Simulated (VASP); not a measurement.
Here is a VASP 6.6.1 calculation.

File INCAR:

```
SYSTEM = BaB
ALGO = Normal
EDIFF = 1E-6
EDIFFG = -0.04
ENCUT = 600
GGA = PE
IBRION = 2
ISIF = 3
ISMEAR = 0
LASPH = .True.
LCHARG = .False.
LREAL = .False.
LWAVE = .False.
NELM = 100
NSW = 90
PREC = Accurate
SIGMA = 0.1
```

Contents of KPOINTS:

```
k-points
0
Gamma
  6 6 2
  0 0 0
```

File POSCAR:

```
BaB
1.0
    4.4178091825      0.0000000000      0.0000000000
   -2.2089045912      3.8259349812      0.0000000000
    0.0000000000      0.0000000000     10.7562853969
Ba B
4 4
Direct
    0.3333333333      0.6666666667      0.7500000000
    0.6666666667      0.3333333333      0.2500000000
    0.0000000000      0.0000000000      0.0000000000
    0.0000000000      0.0000000000      0.5000000000
    0.3333333333      0.6666666667      0.1510000000
    0.3333333333      0.6666666667      0.3490000000
    0.6666666667      0.3333333333      0.8490000000
    0.6666666667      0.3333333333      0.6510000000
```

Potentials or basis: VASP PAW PBE potentials, release 64 (Ba_sv, B).

The run is started by

```sh
$ cat potpaw_PBE.64/Ba_sv/POTCAR potpaw_PBE.64/B/POTCAR > POTCAR
$ mpirun -np 1 vasp_std > vasp.out
```

**Question.** Estimate the band gap on the k mesh.

**Answer.** Zero (bands 26 and 27 overlap by 0.23 eV).

**Question.** Predict the relaxed volume.

**Answer.** 26.68 Å³/atom.

Forces in eV/Å, atoms in the order of the input:
```
Ba   0.000  0.000  0.000
Ba   0.000  0.000  0.000
Ba   0.000  0.000  0.000
Ba   0.000  0.000  0.000
B    0.000  0.000  0.031
B    0.000  0.000 -0.031
B    0.000  0.000 -0.031
B    0.000  0.000  0.031
```

Caveat: the volume moved by over 15 % at a fixed basis, so the end points are rough; spin-orbit coupling is left out, which moves the levels of the heavy elements.
